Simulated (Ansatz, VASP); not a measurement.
## Ti: VASP beside Ansatz

```
CELL_PARAMETERS angstrom
0.00000 2.03000 2.03000
2.03000 0.00000 2.03000
2.03000 2.03000 0.00000
ATOMIC_POSITIONS crystal
Ti 0.00000 0.00000 0.00000
```

Alike in both runs: functional PBEsol; k mesh 9 × 9 × 9; occupations fermi-dirac, width 0.05 eV; no spin polarisation.

```csv
,VASP,Ansatz
version,VASP 6.6.1,Ansatz 0.2.0
potentials or method,"VASP PAW PBE potentials, release 64 (Ti_sv)",Ansatz PAW
plane-wave cutoff (eV),520,420
valence electrons in the cell,12,12
task,single point,band structure
```

Ansatz gave:

- gap on the k mesh at the Fermi level (eV): none
- pressure (GPa): 0.0

**Question.** What did VASP give for the same quantities?

**Answer.** gap on the k mesh at the Fermi level (eV): none; pressure (GPa): -0.3.

VASP's potentials were made for PBE, not for PBEsol. A gap of «none» marks a metal or a gap that the smearing closes.
